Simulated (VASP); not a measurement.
Input of a VASP 6.6.1 run:

File INCAR:

```
SYSTEM = BP
  ALGO = Normal
  EDIFF = 1E-7
  ENCUT = 520
  GGA = PE
  ISIF = 2
  ISMEAR = 0
  LASPH = .True.
  LCHARG = .True.
  LELF = .True.
  LREAL = .False.
  LVHAR = .True.
  LWAVE = .False.
  NBANDS = 16
  NELM = 80
  PREC = Accurate
  SIGMA = 0.1
```

File KPOINTS:

```
k-points
0
Gamma
  6 6 6
  0 0 0
```

File POSCAR:

```
BP
1.0
    1.5891160002     -4.8515377272      0.0000000000
    1.5891160002      4.8515377272      0.0000000000
    0.0000000000      0.0000000000      3.5213539372
B P
2 2
Direct
    0.7540269213      0.7540269213      0.5000000000
    0.2459730787      0.2459730787      0.5000000000
    0.8282456200      0.1717543800      0.0000000000
    0.1717543800      0.8282456200      0.0000000000
```

Potentials or basis: VASP PAW PBE potentials, release 64 (B, P).

Run with:

```sh
$ cat potpaw_PBE.64/B/POTCAR potpaw_PBE.64/P/POTCAR > POTCAR
$ mpirun -np 1 vasp_std > vasp.out
```

Task: Estimate the pressure.

Result: -0.2 GPa.

Task: Estimate the largest force.

Result: 0.058 eV/Å.

Forces on the atoms (eV/Å):
```
B    0.022  0.000  0.000
B   -0.022  0.000  0.000
P    0.000  0.058  0.000
P    0.000 -0.058  0.000
```
